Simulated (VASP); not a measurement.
Write the native input for VASP 6.6.1 that does the following.

```yaml
Task: single point
Functional: PBE
Potentials_or_basis: VASP PAW PBE potentials, release 64 (Mg, H)
Cutoff: 520 eV
k_mesh: 4 × 4 × 4
Occupations: gaussian, width 0.1 eV
Spin: no spin polarisation
Dipole_correction: no
Further_INCAR_settings: ALGO = Normal; EDIFF = 1e-07; NBANDS = 13
```

The structure of MgH2 lies in POSCAR:

```
MgH2
1.0
    4.5742568810      0.0000000000      0.0000000000
    0.0000000000      4.5742568810      0.0000000000
    0.0000000000      0.0000000000      2.7138639189
Mg H
2 4
Direct
    0.5000000000      0.0000000000     -0.1380058643
    0.0000000000      0.5000000000     -0.1380058643
    0.7499961463      0.7499961463      0.3621002072
    0.2500038537      0.2500038537      0.3621002072
    0.2500038537      0.7499961463      0.3621002072
    0.7499961463      0.2500038537      0.3621002072
```

The input as run:

INCAR

```
PREC = Accurate ; ENCUT = 520
EDIFF = 1E-7 ; ISMEAR = 0
SIGMA = 0.1 ; LREAL = F
LASPH = T ; NELM = 60
ALGO = Normal ; ISIF = 2
LWAVE = F ; LCHARG = F
GGA = PE ; NBANDS = 13
```

KPOINTS

```
Automatic mesh
0
Gamma
  4 4 4
```

Potentials or basis: VASP PAW PBE potentials, release 64 (Mg, H).

Run with:

```bash
$ cat potpaw_PBE.64/Mg/POTCAR potpaw_PBE.64/H/POTCAR > POTCAR
$ mpirun -np 1 vasp_std > vasp.out
```

It gave:

- Pressure: -0.3 GPa
- Band gap on the k mesh: zero (band 4 reaches 2.35 eV, above the bottom of band 5 at 1.84 eV)

Caveat: the k points lie up to 0.58 Å⁻¹ apart.

Run time: 6.4 s on 1 thread of AMD EPYC 9R45 96-Core Processor (Zen 5) (shared host), peak memory 0.13 GiB.
